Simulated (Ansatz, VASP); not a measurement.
**One calculation of SnO2, two programs**

```xyz
12
Lattice="-3.2489 3.4145 3.4140 3.2489 -3.4145 3.4140 3.2489 3.4145 -3.4140" Properties=species:S:1:pos:R:3 pbc="T T T"
Sn    0.0000    5.1217    1.6824
Sn    3.2489   -1.7072    1.7316
Sn    1.6244    1.7072    1.7070
Sn   -1.6244    1.7072    1.7070
O     1.6421    1.7072   -0.3858
O     3.2489    3.0287    1.7347
O     4.8557    1.7072   -0.3858
O     3.2489    0.3858    1.7347
O     0.0000    3.0287    1.6793
O     0.0000    0.3858    1.6793
O    -1.6068    1.7072    3.7998
O     1.6068    1.7072    3.7998
```

Alike in both runs: task electric field gradients; functional PBE; k mesh 5 × 5 × 5; occupations fermi-dirac, width 0.02 eV; no spin polarisation.

|  | VASP | Ansatz |
| --- | --- | --- |
| version | VASP 6.6.1 | Ansatz 0.2.0 |
| potentials or method | VASP PAW PBE potentials, release 64 (Sn_d, O) | plane-wave PAW, scalar-relativistic |
| plane-wave cutoff (eV) | 520 | 420 |
| valence electrons in the cell | 104 | 104 |

```tsv
	VASP	Ansatz	Ansatz less VASP
pressure (GPa)	-0.2	-0.8	-0.59
traceless stress, the component that is largest in VASP (GPa)	-0.36	-0.56	-0.191
rms of the force components (eV/Å)	0.022	0.026	+0.0039
size of Vzz on the site where it differs most (V/Å²)	51.6	50.3	-1.38
```

Atom by atom the forces differ by 0.007 eV/Å (rms over components). One of these differences is far larger than is usual between the two programs; its cause wasn't traced.
